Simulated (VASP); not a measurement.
# SiO2 in VASP: a series of runs

Runs on SiO2. Level: LDA. Tasks: relaxation of cell and atoms, single point.

All numbers are computed with VASP 6.6.1; they aren't measurements. Logs are shortened: lines on timing, memory, paths and dates and some standing lists are left out, and cuts for length are marked.

**1. The cell of the first run**

Symmetry: I-42d, No. 122, tetragonal system. Conventional cell: a = 4.748 Å, b = 4.748 Å, c = 7.488 Å, α = 90.00°, β = 90.00°, γ = 90.00°. Within 2.2 Å of Si (site symmetry -4) lie 4 O at 1.62 Å. Within 2.2 Å of O (site symmetry 2) lie 2 Si at 1.62 Å.

**2. Relaxation of cell and atoms, LDA**

Input file INCAR:

```
SYSTEM = SiO2
  PREC = Accurate
  ENCUT = 600
  EDIFF = 1E-7
  ISMEAR = 0
  SIGMA = 0.02
  LREAL = .False.
  LASPH = .True.
  NELM = 120
  ALGO = Normal
  ISIF = 3
  LWAVE = .False.
  LCHARG = .False.
  GGA = CA
  IBRION = 2
  NSW = 80
  EDIFFG = -0.01
  GGA_COMPAT = .False.
  NELMIN = 4
```

Input file KPOINTS:

```
regular mesh
0
Gamma
  8 8 8
  0 0 0
```

Input file POSCAR:

```
SiO2
1.0
   -2.3740500000      2.3740500000      3.7440000000
    2.3740500000     -2.3740500000      3.7440000000
    2.3740500000      2.3740500000     -3.7440000000
Si O
2 4
Direct
    0.0000000000      0.0000000000      0.0000000000
    0.7500000000      0.2500000000      0.5000000000
    0.9983800000      0.6250000000      0.8733800000
    0.3750000000      0.2483800000      0.3733800000
    0.7516200000      0.1250000000      0.1266200000
    0.8750000000      0.0016200000      0.6266200000
```

Potentials or basis: VASP PAW LDA potentials, release 64 (Si, O).

On the command line:

```
> cat potpaw_LDA.64/Si/POTCAR potpaw_LDA.64/O/POTCAR > POTCAR
> mpirun -np 1 vasp_std > vasp.out
```

OUTCAR:

```text
SYSTEM = SiO2
   PREC = Accurate
   ENCUT = 600
   EDIFF = 1E-7
   ISMEAR = 0
   LREAL = .False.
   LASPH = .True.
   NELM = 120
   ISIF = 3
   GGA = CA
   IBRION = 2
   NSW = 80
   EDIFFG = -0.01
   NELMIN = 4

 ion  position               nearest neighbor table
   1  0.000  0.000  0.000-   3 1.62   4 1.62   5 1.62   6 1.62   2 3.02   2 3.02   2 3.02   2 3.02

   2  0.750  0.250  0.500-   3 1.62   4 1.62   5 1.62   6 1.62   1 3.02   1 3.02   1 3.02   1 3.02

   3  0.998  0.625  0.873-   1 1.62   2 1.62
   4  0.375  0.248  0.373-   1 1.62   2 1.62
   5  0.752  0.125  0.127-   1 1.62   2 1.62
   6  0.875  0.002  0.627-   1 1.62   2 1.62

  LATTYP: Found a body centered tetragonal cell.
 ALAT       =     4.7481000000
 C/A-ratio  =     1.5770518734

  Lattice vectors:

 A1 = (  -2.3740500000,   2.3740500000,   3.7440000000)
 A2 = (   2.3740500000,  -2.3740500000,   3.7440000000)
 A3 = (   2.3740500000,   2.3740500000,  -3.7440000000)

Analysis of symmetry for initial positions (statically):
=====================================================================
 Subroutine PRICEL returns:
 Original cell was already a primitive cell.

 Routine SETGRP: Setting up the symmetry group for a
 body centered tetragonal supercell.

 Subroutine GETGRP returns: Found  8 space group operations
 (whereof  4 operations were pure point group operations)
 out of a pool of 16 trial point group operations.

The static configuration has the point symmetry S_4 .
 The point group associated with its full space group is D_2d.

Analysis of symmetry for dynamics (positions and initial velocities):
=====================================================================
 Subroutine PRICEL returns:
 Original cell was already a primitive cell.

 Routine SETGRP: Setting up the symmetry group for a
 body centered tetragonal supercell.

 Subroutine GETGRP returns: Found  8 space group operations
 (whereof  4 operations were pure point group operations)
 out of a pool of 16 trial point group operations.

The dynamic configuration has the point symmetry S_4 .
 The point group associated with its full space group is D_2d.

 Subroutine INISYM returns: Found  8 space group operations
 (whereof  4 operations are pure point group operations),
 and found     1 'primitive' translations

----------------------------------------------------------------------------------------

                                     Primitive cell

  volume of cell :      84.4064

  direct lattice vectors                    reciprocal lattice vectors
    -2.374050000  2.374050000  3.744000000     0.000000000  0.210610560  0.133547009
     2.374050000 -2.374050000  3.744000000     0.210610560  0.000000000  0.133547009
     2.374050000  2.374050000 -3.744000000     0.210610560  0.210610560  0.000000000

  length of vectors
     5.028892801  5.028892801  5.028892801     0.249382460  0.249382460  0.297848310

  position of ions in fractional coordinates (direct lattice)
     0.000000000  0.000000000  0.000000000
     0.750000000  0.250000000  0.500000000
     0.998380000  0.625000000  0.873380000
     0.375000000  0.248380000  0.373380000
     0.751620000  0.125000000  0.126620000
     0.875000000  0.001620000  0.626620000

  ion indices of the primitive-cell ions
   primitive index   ion index
                 1           1
                 2           2
                 3           3
                 4           4
                 5           5
                 6           6

----------------------------------------------------------------------------------------

 KPOINTS: regular mesh

Automatic generation of k-mesh.
 Grid dimensions read from file:
 generate k-points for:    8    8    8

 Generating k-lattice:

  Cartesian coordinates                     Fractional coordinates (reciprocal lattice)
     0.000000000  0.026326320  0.016693376     0.125000000 -0.000000000  0.000000000
     0.026326320  0.000000000  0.016693376    -0.000000000  0.125000000  0.000000000
     0.026326320  0.026326320  0.000000000     0.000000000  0.000000000  0.125000000

  Length of vectors
     0.031172808  0.031172808  0.037231039

  Shift w.r.t. Gamma in fractional coordinates (k-lattice)
     0.000000000  0.000000000  0.000000000

 Subroutine IBZKPT returns following result:
 ===========================================

 Found     59 irreducible k-points:

 Following reciprocal coordinates:
            Coordinates               Weight
  0.000000  0.000000  0.000000      1.000000
  0.125000  0.000000  0.000000      8.000000
  0.250000  0.000000  0.000000      8.000000
  0.375000  0.000000  0.000000      8.000000
  0.500000  0.000000  0.000000      4.000000
  0.125000  0.125000  0.000000      8.000000
[... 16 lines left out ...]
  0.250000  0.125000  0.125000     16.000000
  0.375000  0.125000  0.125000      8.000000
 [... further k-points ...]
   k-points           NKPTS =     59   k-points in BZ     NKDIM =     59   number of bands    NBANDS=     20
   number of dos      NEDOS =    301   number of ions     NIONS =      6
   total plane-waves  NPLWV =  64000
   dimension x,y,z NGX =    40 NGY =   40 NGZ =   40
   dimension x,y,z NGXF=    80 NGYF=   80 NGZF=   80
   ions per type =               2   4
   NGX,Y,Z   is equivalent  to a cutoff of  13.22, 13.22, 13.22 a.u.
   NGXF,Y,Z  is equivalent  to a cutoff of  26.45, 26.45, 26.45 a.u.
 SYSTEM =  SiO2
   PREC   = accura    normal or accurate (medium, high low for compatibility)
   ISTART =      0    job   : 0-new  1-cont  2-samecut
   ICHARG =      2    charge: 1-file 2-atom 10-const
   ISPIN  =      1    spin polarized calculation?
   LNONCOLLINEAR =      F non collinear calculations
   LSORBIT =      F    spin-orbit coupling
   LASPH  =      T    aspherical Exc in radial PAW
   ENCUT  =  600.0 eV  44.10 Ry    6.64 a.u.  10.04 10.04 10.04*2*pi/ulx,y,z
   NELM   =    120;   NELMIN=  4; NELMDL= -5     # of ELM steps
   EDIFF  = 0.1E-06   stopping-criterion for ELM
   LREAL  =      F    real-space projection
   EDIFFG = -.1E-01   stopping-criterion for IOM
   NSW    =     80    number of steps for IOM
   IBRION =      2    ionic relax: 0-MD 1-quasi-New 2-CG
   NFREE  =      1    steps in history (QN), initial steepest desc. (CG)
   ISIF   =      3    stress and relaxation
   ISYM   =      2    0-nonsym 1-usesym 2-fastsym
   POTIM  = 0.5000    time-step for ionic-motion
   TEBEG  =    0.0;   TEEND  =   0.0 temperature during run
   PSTRESS=    0.0 pullay stress
   NELECT =      32.0000    total number of electrons
   NUPDOWN=      -1.0000    fix difference up-down
   EMIN   =  10.00;   EMAX   =-10.00  energy-range for DOS
   EFERMI =   0.00;   METHOD = LEGACY
   ISMEAR =     0;   SIGMA  =   0.02  broadening in eV -4-tet -1-fermi 0-gaus
   EFERMI_NEDOS =   21; number of points for ismear=-14 and -15
   IALGO  =     38    algorithm
   IMIX   =      4    mixing-type and parameters
     AMIX     =   0.40;   BMIX     =  1.00
     AMIX_MAG =   1.60;   BMIX_MAG =  1.00
  volume/ion in A,a.u.               =      14.07        94.93
  Fermi-wavevector in a.u.,A,eV,Ry     =   1.184858  2.239057 19.101062  1.403888
  Thomas-Fermi vector in A             =   2.321064
   LORBIT       =      0    0 simple, 1 ext, 2 COOP (PROOUT), +10 PAW based schemes
   GGA     = CA    functional components
   LHFCALC =     F    Hartree Fock is set to
   AEXX    =    0.0000 exact exchange contribution
   IVDW    =     0    specifies the selected vdW correction
   LEPSILON=     F    determine dielectric tensor
   LRPA    =     F    only Hartree local field effects (RPA)
 conjugate gradient relaxation of ions
 non-spin polarized calculation
 Gauss-broadening in eV      SIGMA  =   0.02
  energy-cutoff  :      600.00
  volume of cell :       84.41
 maximum number of plane-waves:      2846
   NGX = 21   NGY = 21   NGZ = 21

--------------------------------------- Ionic step        1  -------------------------------------------

 number of electron      32.0000013 magnetization

 Free energy of the ion-electron system (eV)
  ---------------------------------------------------
  ext. energy  EPLUGINS =         0.00000000
  ---------------------------------------------------
  free energy    TOTEN  =       -51.83968987 eV

  energy without entropy =      -51.83968987  energy(sigma->0) =      -51.83968987

------------------------ aborting loop because EDIFF is reached ----------------------------------------

  FORCE on cell =-STRESS in cart. coord.  units (eV):
  Direction    XX          YY          ZZ          XY          YZ          ZX
  --------------------------------------------------------------------------------------
  -------------------------------------------------------------------------------------
  Total       -1.0372672     -1.0372672     -2.0457728      0.0000000     -0.0000000      0.0000000
  in kB      -19.6890916    -19.6890916    -38.8322382      0.0000000     -0.0000000      0.0000000
  external PRESSURE =     -26.0701405 kB  Pullay stress =       0.0000000 kB
[... 27 lines left out ...]
--------------------------------------- Ionic step        2  -------------------------------------------

 number of electron      31.9999996 magnetization

 E-fermi :   0.0138     XC(G=0):  -9.2509

 val. band max:       -0.1502876743   @ k =   0.0000   0.0000   0.0000
 cond. band min:       5.9016912684   @ k =   0.0000   0.0000   0.0000
 fundamental gap:      6.0519789427
 Fermi energy:         0.0137800143

 k-point     1 :       0.0000    0.0000    0.0000
  band No.  band energies     occupation
      1     -19.2271      2.00000
      2     -16.9146      2.00000
      3     -16.9037      2.00000
      4     -16.9037      2.00000
      5      -9.1222      2.00000
      6      -5.6030      2.00000
[... 541 lines left out ...]
     19       9.7893      0.00000
     20       9.9511      0.00000

 [... further k-points ...]

------------------------ aborting loop because EDIFF is reached ----------------------------------------

  FORCE on cell =-STRESS in cart. coord.  units (eV):
  Direction    XX          YY          ZZ          XY          YZ          ZX
  --------------------------------------------------------------------------------------
  -------------------------------------------------------------------------------------
  Total        2.6055801      2.6055801      1.8577234      0.0000000      0.0000000      0.0000000
  in kB       51.1348541     51.1348541     36.4580683      0.0000000      0.0000000      0.0000000
  external PRESSURE =      46.2425922 kB  Pullay stress =       0.0000000 kB
[... 61 lines left out ...]
  FREE ENERGIE OF THE ION-ELECTRON SYSTEM (eV)
  ---------------------------------------------------
  free  energy   TOTEN  =       -51.8535364551 eV

  energy  without entropy=      -51.8535364551  energy(sigma->0) =      -51.85353646

[... ionic steps 4 to 21 ...]

--------------------------------------- Ionic step       22  -------------------------------------------

 number of electron      32.0000010 magnetization

------------------------ aborting loop because EDIFF is reached ----------------------------------------
[... 75 lines left out ...]
--------------------------------------- Ionic step       24  -------------------------------------------

 number of electron      32.0000010 magnetization

 Free energy of the ion-electron system (eV)
  ---------------------------------------------------
  ext. energy  EPLUGINS =         0.00000000
  ---------------------------------------------------
  free energy    TOTEN  =       -51.88479974 eV

  energy without entropy =      -51.88479974  energy(sigma->0) =      -51.88479974

 E-fermi :  -0.4652     XC(G=0):  -8.8097

 val. band max:       -0.6039615575   @ k =   0.0000   0.0000   0.0000
 cond. band min:       5.1566691949   @ k =   0.0000   0.0000   0.0000
 fundamental gap:      5.7606307525
 Fermi energy:        -0.4651877596

 k-point     1 :       0.0000    0.0000    0.0000
  band No.  band energies     occupation
      1     -19.6057      2.00000
      2     -17.4266      2.00000
      3     -17.4266      2.00000
      4     -17.3583      2.00000
      5      -9.8517      2.00000
      6      -6.1844      2.00000
[... 541 lines left out ...]
     19       8.8526      0.00000
     20       9.2844      0.00000

 [... further k-points ...]

------------------------ aborting loop because EDIFF is reached ----------------------------------------

  FORCE on cell =-STRESS in cart. coord.  units (eV):
  Direction    XX          YY          ZZ          XY          YZ          ZX
  --------------------------------------------------------------------------------------
  -------------------------------------------------------------------------------------
  Total        0.0044177      0.0044177      0.0465514      0.0000000     -0.0000000      0.0000000
  in kB        0.0800295      0.0800295      0.8433061      0.0000000     -0.0000000      0.0000000
  external PRESSURE =       0.3344550 kB  Pullay stress =       0.0000000 kB
[... 21 lines left out ...]
  FREE ENERGIE OF THE ION-ELECTRON SYSTEM (eV)
  ---------------------------------------------------
  free  energy   TOTEN  =       -51.8847997384 eV

  energy  without entropy=      -51.8847997384  energy(sigma->0) =      -51.88479974

 reached required accuracy - stopping structural energy minimisation
```

It took 10 min on 1 thread of Intel Xeon 6975P-C (Granite Rapids), shared host; peak memory 0.25 GiB.

What came out:

```yaml
Free_energy: -51.8848 eV
Relaxed_volume: 14.74 Å³/atom
Relaxed_cell: a = 5.040 Å, b = 5.040 Å, c = 5.040 Å, α = 121.46°, β = 121.46°, γ = 87.50°
Space_group_after_relaxing_to_0.1_Å: I-42d (No. 122)
Energy_gained_by_relaxing: 7.5 meV/atom
Ionic_steps: 24
Pressure_after_relaxing: 0.0 GPa
Largest_force_after_relaxing: 0.004 eV/Å
Band_gap_on_the_k_mesh: 5.76 eV
```

Forces on the atoms (eV/Å):
```
Si   0.000  0.000  0.000
Si   0.000  0.000  0.000
O    0.000 -0.004  0.000
O   -0.004  0.000  0.000
O    0.000  0.004  0.000
O    0.004  0.000  0.000
```

Stress tensor (GPa, compression positive):
```
0.01 0.00 0.00
0.00 0.01 0.00
0.00 0.00 0.08
```

The path:
```
step  energy change (eV)  largest force (eV/Å)  pressure (GPa)  volume (Å³)
   1              0.0000                0.2583           -2.61        84.41
   2              0.0113                0.2907            4.62        81.64
   3             -0.0138                0.0302            0.35        83.21
   4             -0.0181                0.0401            0.31        83.35
   5             -0.0264                0.0688            0.20        83.73
   6             -0.0232                0.1197           -0.08        84.43
   7             -0.0283                0.0887            0.11        84.01
   8             -0.0312                0.0563            0.41        84.32
   9             -0.0363                0.0319            1.24        85.24
  10             -0.0339                0.1642            2.59        87.09
  11             -0.0370                0.0950            1.87        85.99
  12             -0.0374                0.0923            1.82        86.07
  13             -0.0385                0.0845            1.67        86.30
  14             -0.0405                0.0683            1.38        86.76
  15             -0.0434                0.0367            0.79        87.70
  16             -0.0439                0.0268           -0.42        89.59
  17             -0.0445                0.0023            0.12        88.75
  18             -0.0445                0.0005            0.09        88.81
  19             -0.0446                0.0005            0.08        88.79
  20             -0.0447                0.0023            0.06        88.76
  21             -0.0449                0.0062            0.00        88.68
  22             -0.0451                0.0139           -0.12        88.54
  23             -0.0451                0.0001            0.08        88.41
  24             -0.0451                0.0036            0.03        88.44
```

Final structure:
```
Si O
1.0
    -2.46433    2.46433    3.64082
     2.46433   -2.46433    3.64082
     2.46433    2.46433   -3.64082
Si O
2 4
Direct
  0.00000 0.00000 0.00000
  0.75000 0.25000 0.50000
  0.97481 0.62500 0.84981
  0.37500 0.22481 0.34981
  0.77519 0.12500 0.15019
  0.87500 0.02519 0.65019
```

Levels at points of the mesh, in eV from the valence-band top:
| k point | band 14 | band 15 | band 16 | band 17 | band 18 | band 19 |
| --- | --- | --- | --- | --- | --- | --- |
| (0.00, 0.00, 0.00) | -0.70 | 0.00 | 0.00 | 5.76 | 8.59 | 10.58 |
| (0.50, 0.00, 0.00) | -0.78 | -0.47 | -0.15 | 8.15 | 8.75 | 9.50 |
| (0.50, 0.50, 0.00) | -0.98 | -0.32 | -0.32 | 8.97 | 8.97 | 10.07 |
| (0.50, 0.50, 0.50) | -1.49 | -0.31 | -0.31 | 8.73 | 8.73 | 10.02 |

A k mesh can miss the band edges.

**3. Single point, LDA**

This run uses another cell than the first one, of 14.72 Å³/atom.

Input file INCAR:

```
PREC = Accurate ; ENCUT = 520
EDIFF = 1E-6 ; ISMEAR = 0
SIGMA = 0.02 ; LREAL = F
LASPH = T ; NELM = 80
ALGO = Normal ; ISIF = 2
LWAVE = F ; LCHARG = T
LELF = T ; LVHAR = T
NBANDS = 25
```

Input file KPOINTS:

```
regular mesh
0
Gamma
  6 6 6
```

Input file POSCAR:

```
SiO2
1.0
   -2.4617853257      2.4619507953      3.6434726578
    2.4618412994     -2.4617120378      3.6433567555
    2.4617907625      2.4617174745     -3.6433212629
Si O
2 4
Direct
    0.0195058760     -0.0067260861      0.0124463370
    0.7695044246      0.2432741178      0.5124464926
    0.9939743561      0.6182730143      0.8619903459
    0.3945043783      0.2177462212      0.3619329084
    0.7950225200      0.1183492002      0.1629632702
    0.8945199489      0.0187349431      0.6629070484
```

Potentials or basis: VASP PAW LDA potentials, release 64 (Si, O).

On the command line:

```
> cat potpaw_LDA.64/Si/POTCAR potpaw_LDA.64/O/POTCAR > POTCAR
> mpirun -np 1 vasp_std > vasp.out
```

Run time: 2.3 min. Hardware: 1 thread of Intel Xeon 6975P-C (Granite Rapids), shared host; peak memory 0.31 GiB.

Results (log left out):

* Free energy: -51.8759 eV
* Pressure: 0.6 GPa
* Largest force: 0.027 eV/Å
* Band gap on the k mesh: 5.77 eV

Forces in eV/Å, atoms in the order of the input:
```
Si   0.000  0.000  0.000
Si   0.000  0.000  0.000
O    0.000  0.027  0.000
O    0.027  0.000  0.000
O    0.000 -0.027  0.000
O   -0.027  0.000  0.000
```

Levels at points of the mesh, in eV from the valence-band top:
```
           k point  band 14  band 15  band 16  band 17  band 18  band 19
(0.00, 0.00, 0.00)    -0.70     0.00     0.00     5.77     8.60    10.58
(0.50, 0.00, 0.00)    -0.79    -0.48    -0.15     8.16     8.74     9.50
(0.00, 0.50, 0.00)    -0.79    -0.48    -0.15     8.16     8.74     9.50
(0.50, 0.50, 0.00)    -0.99    -0.33    -0.33     8.97     8.97    10.09
(0.00, 0.00, 0.50)    -0.99    -0.33    -0.33     8.97     8.97    10.09
(0.50, 0.00, 0.50)    -0.79    -0.48    -0.15     8.16     8.74     9.50
(0.00, 0.50, 0.50)    -0.79    -0.48    -0.15     8.16     8.74     9.50
(0.50, 0.50, 0.50)    -1.50    -0.31    -0.31     8.73     8.73    10.03
```

A k mesh can miss the band edges.
